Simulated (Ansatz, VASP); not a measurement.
One calculation of ZnS, two programs

The input INCAR:

```
PREC = Accurate
ENCUT = 520
EDIFF = 1E-7
ISMEAR = 0
SIGMA = 0.05
LREAL = F
LASPH = T
NELM = 60
ALGO = Normal
ISIF = 2
LWAVE = F
LCHARG = T
GGA = CA
LELF = T
LVHAR = T
NBANDS = 16
```

KPOINTS

```
regular mesh
0
Gamma
  10 10 10
```

File POSCAR:

```
ZnS
1.0
    0.0000000000      2.9210220000      2.4882780000
    2.9210220000      0.0000000000      2.4882780000
    2.9210220000      2.9210220000      0.0000000000
Zn S
1 1
Direct
    0.0000000000      0.0000000000      0.0000000000
    0.7500000000      0.7500000000      0.7500000000
```

Input for Ansatz:

```yaml
crystal:
  lattice:
    - [0.0, 2.921022, 2.488278]
    - [2.921022, 0.0, 2.488278]
    - [2.921022, 2.921022, 0.0]
  atoms:
    - { symbol: Zn, position: [0.0, 0.0, 0.0] }
    - { symbol: S, position: [0.75, 0.75, 0.75] }
basis:
  ecutwfc: 420
kpoints:
  mp_grid: { grid: [10, 10, 10] }
hamiltonian:
  xc: lda
scf:
  occupations: { method: gaussian, width: 0.05 }
output:
  forces: true
  stress: true
  eigenvalues: true
```

Change from the starting cell: strain +0.080 along x and y, -0.080 along z, atoms carried along.

Alike in both runs: task single point; functional LDA; k mesh 10 × 10 × 10; occupations gaussian, width 0.05 eV; no spin polarisation.

|  | VASP | Ansatz |
| --- | --- | --- |
| version | VASP 6.6.1 | Ansatz 0.2.0 |
| potentials or method | VASP PAW LDA potentials, release 64 (Zn, S), cutoff 520 eV | scalar-relativistic, plane waves, PAW |
| valence electrons in the cell | 18 | 18 |

VASP gave:

- gap on the k mesh at the Fermi level (eV): 1.24
- least direct gap on the mesh (eV): 1.24
- pressure (GPa): -8.9
- traceless stress, the component that is largest in VASP (GPa): 4.06

Problem. Estimate Ansatz's values.

Solution. gap on the k mesh at the Fermi level (eV): 1.21; least direct gap on the mesh (eV): 1.21; pressure (GPa): -9.0; traceless stress, the component that is largest in VASP (GPa): 4.09.

LDA's correlation is that of Perdew and Zunger in VASP and of Perdew and Wang (1992) in Ansatz.
